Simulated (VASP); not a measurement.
A run of VASP 6.6.1 is set up as follows.

The input INCAR:

```
ALGO = Fast
EDIFF = 1E-7
ENCUT = 520
GGA = PS
ISIF = 2
ISMEAR = 0
ISPIN = 2
LASPH = True
LCHARG = False
LMAXMIX = 4
LORBIT = 11
LREAL = False
LWAVE = False
MAGMOM = 4.07 0.17 0.17 0.17
NBANDS = 34
NELM = 150
PREC = Accurate
SIGMA = 0.1
```

KPOINTS

```
k-points
0
Gamma
  12 12 12
```

POSCAR

```
MnPt3
1.0
    3.7115021326      0.0000000000      0.0000000000
    0.0000000000      3.7115021326      0.0000000000
    0.0000000000      0.0000000000      3.7115021326
Mn Pt
1 3
Direct
    0.0000000000      0.0000000000      0.0000000000
    0.0000000000      0.5000000000      0.5000000000
    0.5000000000      0.0000000000      0.5000000000
    0.5000000000      0.5000000000      0.0000000000
```

Potentials or basis: VASP PAW PBE potentials, release 64 (Mn_pv, Pt).

Command:

```bash
$ cat potpaw_PBE.64/Mn_pv/POTCAR potpaw_PBE.64/Pt/POTCAR > POTCAR
$ mpirun -np 1 vasp_std > vasp.out
```

What does it give for the site moments?

Mn +3.46; Pt +0.15 μB.

Predict the net moment.

4.05 μB per cell.

Estimate the pressure.

44.5 GPa.

Caveat: the PAW data sets were made with another functional, which shifts forces and pressure a little.
